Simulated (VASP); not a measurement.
Input of a VASP 6.6.1 run:

Contents of INCAR:

```
SYSTEM = Be2Si
ALGO = Normal
EDIFF = 1E-6
ENCUT = 520
GGA = PE
ISIF = 2
ISMEAR = -1
LASPH = .TRUE.
LCHARG = .FALSE.
LREAL = .FALSE.
LWAVE = .FALSE.
NBANDS = 11
NELM = 60
PREC = Accurate
SIGMA = 0.05
```

File KPOINTS:

```
k-points
0
G
  7 7 7
  0 0 0
```

Contents of POSCAR:

```
Be2Si
1.0
    0.0000000000      2.6400000000      2.7456000000
    2.6400000000      0.0000000000      2.7456000000
    2.6400000000      2.6400000000      0.0000000000
Si Be
1 2
Direct
    0.0000000000      0.0000000000      0.0000000000
    0.2500000000      0.2500000000      0.2500000000
    0.7500000000      0.7500000000      0.7500000000
```

Potentials or basis: VASP PAW PBE potentials, release 64 (Si, Be).

Launch:

```console
$ cat potpaw_PBE.64/Si/POTCAR potpaw_PBE.64/Be/POTCAR > POTCAR
$ mpirun -np 1 vasp_std > vasp.out
```

Estimate the pressure.

-3.5 GPa.

What does it give for the band gap on the k mesh?

Zero (band 4 reaches 6.84 eV, above the bottom of band 5 at 5.96 eV).

Stress tensor (GPa, compression positive):
```
-2.68  0.00  0.00
 0.00 -2.68  0.00
 0.00  0.00 -5.07
```
